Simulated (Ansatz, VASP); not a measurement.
# Ti: VASP beside Ansatz

INCAR

```
SYSTEM = Ti
PREC = Accurate ; ENCUT = 520
EDIFF = 1E-7 ; ISMEAR = -1
SIGMA = 0.08 ; LREAL = .False.
LASPH = .True. ; NELM = 100
ALGO = Normal ; ISIF = 2
LWAVE = .False. ; LCHARG = .True.
GGA = PS ; LELF = .True.
LVHAR = .True. ; NBANDS = 19
```

The input KPOINTS:

```
regular mesh
0
Gamma
  17 17 9
  0 0 0
```

The input POSCAR:

```
Ti
1.0
    2.6150797995      0.0000000000      0.0000000000
   -1.3075398998      2.2647255393      0.0000000000
    0.0000000000      0.0000000000      4.2383999123
Ti
2
Direct
    0.3333333333      0.6666666667      0.2500000000
    0.6666666667      0.3333333333      0.7500000000
```

Input for Ansatz:

```yaml
crystal:
  lattice:
    - [2.6150797995, 0.0, 0.0]
    - [-1.3075398998, 2.2647255393, 0.0]
    - [0.0, 0.0, 4.2383999123]
  atoms:
    - { symbol: Ti, position: [0.3333333333, 0.6666666667, 0.25] }
    - { symbol: Ti, position: [0.6666666667, 0.3333333333, 0.75] }
kpoints:
  mp_grid: { grid: [17, 17, 9] }
scf:
  occupations: { method: fermi_dirac, width: 0.08 }
hamiltonian:
  xc: pbesol
  pseudopotentials: { kind: all_electron, lapw: { basis_error: 0.001 } }
output:
  forces: true
  stress: true
  eigenvalues: true
  populations: true
```

Change from the starting cell: volume scaled by 0.75, LAPW.

Alike in both runs: task single point; functional PBEsol; k mesh 17 × 17 × 9; occupations fermi-dirac, width 0.08 eV; no spin polarisation.

```csv
,VASP,Ansatz
version,VASP 6.6.1,Ansatz 0.2.0
potentials or method,"VASP PAW PBE potentials, release 64 (Ti_sv), cutoff 520 eV","all-electron LAPW, scalar-relativistic"
```

|  | VASP | Ansatz | Ansatz less VASP |
| --- | --- | --- | --- |
| pressure (GPa) | 53.6 | 54.7 | +1.12 |
| traceless stress, the component that is largest in VASP (GPa) | 0.08 | 0.10 | +0.017 |

VASP's potentials were made for PBE, not for PBEsol. Both programs put the cell under a high pressure, so it lies far from rest at this level. Ansatz ran all-electron here, and VASP with PAW potentials.
